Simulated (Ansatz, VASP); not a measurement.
## Be in VASP and in Ansatz

```
Be
1.0
     0.00000    2.14633    2.14633
     2.14633    0.00000    2.14633
     2.14633    2.14633    0.00000
Be
2
Direct
  0.87500 0.87500 0.87500
  0.12500 0.12500 0.12500
```

Change from the starting cell: shortest bond scaled by 1, crystal datasets.

Alike in both runs: task electric field gradients; functional PBEsol; k mesh 12 × 12 × 12; occupations fermi-dirac, width 0.05 eV; no spin polarisation.

|  | VASP | Ansatz |
| --- | --- | --- |
| version | VASP 6.6.1 | Ansatz 0.2.0 |
| potentials or method | VASP PAW PBE potentials, release 64 (Be), cutoff 520 eV | all-electron PAW with datasets made for the crystal, scalar-relativistic |

Ansatz gave:

* pressure (GPa): 32.6

Problem. Which values does VASP return?

Solution. Pressure (GPa): 33.0.

VASP's potentials were made for PBE, not for PBEsol. Both programs put the cell under a high pressure, so it lies far from rest at this level. Ansatz ran all-electron here, and VASP with PAW potentials.
